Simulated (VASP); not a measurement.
# TiC (Fm-3m) in VASP: a series of runs, part 2 of 2

VASP 6.6.1. Earlier steps stand in the parts before.

**3. Single point, PBEsol (9.00 Å³/atom)**

This run uses another cell than the first one, of 9.00 Å³/atom.

Contents of INCAR:

```
ALGO     = Normal         # electronic algorithm
EDIFF    = 1E-6           # SCF threshold, eV
ENCUT    = 520            # plane-wave cutoff, eV
GGA      = PS             # functional
ISIF     = 2              # what is computed and relaxed
ISMEAR   = 0              # smearing method
LASPH    = True           # aspherical terms in the spheres
LCHARG   = False          # write CHGCAR
LREAL    = False          # projectors in reciprocal space
LWAVE    = False          # write WAVECAR
NBANDS   = 15             # bands
NELM     = 100            # most SCF steps
PREC     = Accurate       # precision mode
SIGMA    = 0.1            # smearing width, eV
```

Contents of KPOINTS:

```
k-points
0
Gamma
  16 16 16
```

Contents of POSCAR:

```
TiC
1.0
    0.0000000000      2.0802427155      2.0802427155
    2.0802427155      0.0000000000      2.0802427155
    2.0802427155      2.0802427155      0.0000000000
Ti C
1 1
Direct
    0.0000000000      0.0000000000      0.0000000000
    0.5000000000      0.5000000000      0.5000000000
```

Potentials or basis: VASP PAW PBE potentials, release 64 (Ti_sv, C).

Launch:

```console
$ cat potpaw_PBE.64/Ti_sv/POTCAR potpaw_PBE.64/C/POTCAR > POTCAR
$ mpirun -np 1 vasp_std > vasp.out
```

Wall time 29 s (1 thread of Intel Xeon 8259CL, shared host); peak memory 0.17 GiB.

It converged, with:

- Free energy: -19.6431 eV
- Pressure: 30.5 GPa
- Band gap on the k mesh: zero (bands 8 and 9 overlap by 1.12 eV)

Levels at points of the mesh, in eV from the Fermi level:
| k point | band 4 | band 5 | band 6 | band 7 | band 8 | band 9 | band 10 | band 11 | band 12 | band 13 |
| --- | --- | --- | --- | --- | --- | --- | --- | --- | --- | --- |
| (0.00, 0.00, 0.00) | -32.02 | -12.91 | 0.70 | 0.70 | 0.70 | 1.87 | 1.87 | 1.87 | 2.00 | 2.00 |
| (0.50, 0.00, 0.00) | -32.09 | -8.76 | -6.44 | -3.30 | -3.30 | 3.43 | 3.43 | 4.85 | 8.86 | 9.46 |
| (0.50, 0.50, 0.00) | -32.28 | -10.56 | -3.47 | -2.06 | 0.11 | 0.11 | 3.21 | 4.16 | 4.16 | 7.10 |

Caveat: the cell stands under pressure; the PAW data sets were made with another functional, which shifts forces and pressure a little.

**4. Single point, PBEsol**

This run uses another cell than the first one, of 10.07 Å³/atom.

Contents of INCAR:

```
SYSTEM = TiC
PREC = Accurate
ENCUT = 520
EDIFF = 1E-6
ISMEAR = 0
SIGMA = 0.1
LREAL = .False.
LASPH = .True.
NELM = 80
ALGO = Normal
ISIF = 2
LWAVE = .False.
LCHARG = .False.
GGA = PS
NBANDS = 15
```

Contents of KPOINTS:

```
Automatic mesh
0
Gamma
  16 16 16
  0 0 0
```

Contents of POSCAR:

```
TiC
1.0
    0.0000000000      2.1593000000      2.1593000000
    2.1593000000      0.0000000000      2.1593000000
    2.1593000000      2.1593000000      0.0000000000
Ti C
1 1
Direct
    0.0000000000      0.0000000000      0.0000000000
    0.5000000000      0.5000000000      0.5000000000
```

Launch:

```console
$ cat potpaw_PBE.64/Ti_sv/POTCAR potpaw_PBE.64/C/POTCAR > POTCAR
$ mpirun -np 1 vasp_std > vasp.out
```

Wall time 41 s (1 thread of Intel Xeon 8259CL, shared host); peak memory 0.17 GiB.

It converged, with:

```
Free energy            : -19.7980 eV
Pressure               : -4.3 GPa
Band gap on the k mesh : zero (bands 8 and 9 overlap by 1.08 eV)
```

Levels at points of the mesh, in eV from the Fermi level:
```
           k point  band 4  band 5  band 6  band 7  band 8  band 9  band 10  band 11  band 12  band 13
(0.00, 0.00, 0.00)  -32.41  -12.40    0.68    0.68    0.68    1.73     1.73     1.73     1.76     1.76
(0.50, 0.00, 0.00)  -32.46   -8.83   -5.90   -2.91   -2.91    2.97     2.97     4.17     8.22     8.31
(0.50, 0.50, 0.00)  -32.59  -10.08   -3.44   -1.69    0.00    0.00     2.78     3.58     3.58     5.96
```

Caveat: the cell stands under tension; the PAW data sets were made with another functional, which shifts forces and pressure a little.

**5. Single point, PBEsol (10.88 Å³/atom)**

This run uses another cell than the first one, of 10.88 Å³/atom.

Contents of INCAR:

```
PREC = Accurate
ENCUT = 520
EDIFF = 1E-6
ISMEAR = 0
SIGMA = 0.1
LREAL = F
LASPH = T
NELM = 80
ALGO = Normal
ISIF = 2
LWAVE = F
LCHARG = F
GGA = PS
NBANDS = 15
```

Contents of KPOINTS:

```
Automatic mesh
0
Gamma
  16 16 16
```

Contents of POSCAR:

```
TiC
1.0
    0.0000000000      2.2159728791      2.2159728791
    2.2159728791      0.0000000000      2.2159728791
    2.2159728791      2.2159728791      0.0000000000
Ti C
1 1
Direct
    0.0000000000      0.0000000000      0.0000000000
    0.5000000000      0.5000000000      0.5000000000
```

Potentials or basis: VASP PAW PBE potentials, release 64 (Ti_sv, C).

Launch:

```console
$ cat potpaw_PBE.64/Ti_sv/POTCAR potpaw_PBE.64/C/POTCAR > POTCAR
$ mpirun -np 1 vasp_std > vasp.out
```

OUTCAR:

```text
PREC = Accurate
   ENCUT = 520
   EDIFF = 1E-6
   ISMEAR = 0
   LREAL = F
   LASPH = T
   NELM = 80
   ISIF = 2
   GGA = PS

 ion  position               nearest neighbor table
   1  0.000  0.000  0.000-   2 2.22   2 2.22   2 2.22   2 2.22   2 2.22   2 2.22
   2  0.500  0.500  0.500-   1 2.22   1 2.22   1 2.22   1 2.22   1 2.22   1 2.22

  LATTYP: Found a face centered cubic cell.
 ALAT       =     4.4319457582

  Lattice vectors:

[... 616 lines left out ...]

 [... further k-points ...]

------------------------ aborting loop because EDIFF is reached ----------------------------------------

  FORCE on cell =-STRESS in cart. coord.  units (eV):
  Direction    XX          YY          ZZ          XY          YZ          ZX
  --------------------------------------------------------------------------------------
  -------------------------------------------------------------------------------------
  Total       -2.8528676     -2.8528676     -2.8528676      0.0000000      0.0000000     -0.0000000
  in kB     -210.0239749   -210.0239749   -210.0239749      0.0000000      0.0000000     -0.0000000
  external PRESSURE =    -210.0239749 kB  Pullay stress =       0.0000000 kB

 VOLUME and BASIS-vectors are now :
 -----------------------------------------------------------------------------
  energy-cutoff  :      520.00
  volume of cell :       21.76
      direct lattice vectors                 reciprocal lattice vectors
     0.000000000  2.215972879  2.215972879    -0.225634530  0.225634530  0.225634530
     2.215972879  0.000000000  2.215972879     0.225634530 -0.225634530  0.225634530
     2.215972879  2.215972879  0.000000000     0.225634530  0.225634530 -0.225634530

 POSITION                                       TOTAL-FORCE (eV/Angst)
 -----------------------------------------------------------------------------------
      0.00000      0.00000      0.00000         0.000000     -0.000000      0.000000
      2.21597      2.21597      2.21597        -0.000000      0.000000     -0.000000
 -----------------------------------------------------------------------------------
    total drift:                                0.000000     -0.000000     -0.000000

  FREE ENERGIE OF THE ION-ELECTRON SYSTEM (eV)
  ---------------------------------------------------
  free  energy   TOTEN  =       -19.6660163414 eV

  energy  without entropy=      -19.6638890032  energy(sigma->0) =      -19.66495267
```

It took 55 s on 1 thread of Intel Xeon 8259CL, shared host; peak memory 0.17 GiB.

Results:

| Item | Value |
| --- | --- |
| Free energy | -19.6660 eV |
| Pressure | -21.0 GPa |
| Band gap on the k mesh | zero (bands 8 and 9 overlap by 1.03 eV) |

Caveat: the cell stands under tension; the PAW data sets were made with another functional, which shifts forces and pressure a little.

**6. The runs side by side**

| cell | gap on the mesh (eV) | pressure (GPa) |
| --- | --- | --- |
| a = 2.909 Å, angles 60.0°, 2 atoms | none | 44.1 |
| a = 2.942 Å, angles 60.0°, 2 atoms | none | 30.5 |
| a = 3.054 Å, angles 60.0°, 2 atoms | none | -4.3 |
| a = 3.134 Å, angles 60.0°, 2 atoms | none | -21.0 |

Alike in all rows: task single point; level PBEsol; potentials or basis VASP PAW PBE potentials, release 64 (Ti_sv, C); no spin polarisation; k mesh 16 × 16 × 16; cutoff (eV) 520; smearing gaussian 0.1 eV.

Caveats: the PAW data sets were made with another functional, which shifts forces and pressure a little; the cell stands under pressure (at least some runs); the cell stands under tension (at least some runs).

Total energies depend on the potentials used, so only differences within one code and one set of settings carry meaning.
